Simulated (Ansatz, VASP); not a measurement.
Zn: VASP beside Ansatz

Contents of INCAR:

```
SYSTEM = Zn
PREC     = Accurate       ! precision mode
ENCUT    = 500            ! plane-wave cutoff, eV
EDIFF    = 1E-6           ! SCF threshold, eV
ISMEAR   = 0              ! smearing method
SIGMA    = 0.1            ! smearing width, eV
LREAL    = .FALSE.        ! projectors in reciprocal space
LASPH    = .TRUE.         ! aspherical terms in the spheres
NELM     = 120            ! most SCF steps
ALGO     = Normal         ! electronic algorithm
ISIF     = 2              ! what is computed and relaxed
LWAVE    = .FALSE.        ! write WAVECAR
LCHARG   = .FALSE.        ! write CHGCAR
GGA      = PS             ! functional
NBANDS   = 12             ! bands
GGA_COMPAT= .FALSE.
```

The input KPOINTS:

```
Automatic mesh
0
G
  18 18 18
  0 0 0
```

File POSCAR:

```
Zn
1.0
    0.0000000000      1.9800838705      1.9800838705
    1.9800838705      0.0000000000      1.9800838705
    1.9800838705      1.9800838705      0.0000000000
Zn
1
Direct
    0.0000000000      0.0000000000      0.0000000000
```

Input for Ansatz:

```yaml
crystal:
  lattice:
    - [0.0, 1.9800838705, 1.9800838705]
    - [1.9800838705, 0.0, 1.9800838705]
    - [1.9800838705, 1.9800838705, 0.0]
  atoms:
    - { symbol: Zn, position: [0.0, 0.0, 0.0] }
basis:
  ecutwfc: 420
kpoints:
  mp_grid: { grid: [18, 18, 18] }
hamiltonian:
  xc: pbesol
scf:
  occupations: { method: gaussian, width: 0.1 }
output:
  forces: true
  stress: true
  eigenvalues: true
```

Alike in both runs: task single point; functional PBEsol; k mesh 18 × 18 × 18; occupations gaussian, width 0.1 eV; no spin polarisation.

|  | VASP | Ansatz |
| --- | --- | --- |
| version | VASP 6.6.1 | Ansatz 0.2.0 |
| potentials or method | VASP PAW PBE potentials, release 64 (Zn), cutoff 500 eV | scalar-relativistic, plane waves, PAW |
| valence electrons in the cell | 12 | 12 |

```tsv
	VASP	Ansatz	Ansatz less VASP
gap on the k mesh at the Fermi level (eV)	none	none	-
pressure (GPa)	-6.0	-6.4	-0.38
```

VASP's potentials were made for PBE, not for PBEsol. A gap of «none» marks a metal or a gap that the smearing closes.
